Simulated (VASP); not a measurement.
Here is a VASP 6.6.1 calculation.

INCAR

```
ALGO = Normal
EDIFF = 1E-8
ENCUT = 520
GGA = PE
IBRION = 8
ISIF = 2
ISMEAR = 0
LASPH = True
LCHARG = True
LEPSILON = True
LREAL = False
LWAVE = False
NELM = 80
NSW = 1
PREC = Accurate
SIGMA = 0.01
```

KPOINTS

```
k-points
0
Gamma
  10 10 10
```

Contents of POSCAR:

```
AlN
1.0
    0.0000000000      2.1382832594      2.1382832594
    2.1382832594      0.0000000000      2.1382832594
    2.1382832594      2.1382832594      0.0000000000
Al N
1 1
Direct
    0.0000000000      0.0000000000      0.0000000000
    0.7500000000      0.7500000000      0.7500000000
```

Potentials or basis: VASP PAW PBE potentials, release 64 (Al, N).

The run is started by

```bash
$ cat potpaw_PBE.64/Al/POTCAR potpaw_PBE.64/N/POTCAR > POTCAR
$ mpirun -np 1 vasp_std > vasp.out
```

What does it give for the electronic dielectric tensor (diagonal)?

4.47.

Predict the Born charges (mean of the diagonal).

Al +2.53; N -2.53 e.

Estimate the highest phonon frequency at Γ, LO-TO splitting left out.

720 cm⁻¹.

Born effective charge tensors (e):
atom 1, Al
```
2.53 0.00 0.00
0.00 2.53 0.00
0.00 0.00 2.53
```
atom 2, N
```
-2.53  0.00  0.00
 0.00 -2.53  0.00
 0.00  0.00 -2.53
```

Caveat: the cell wasn't relaxed at this level first, which shifts response properties.
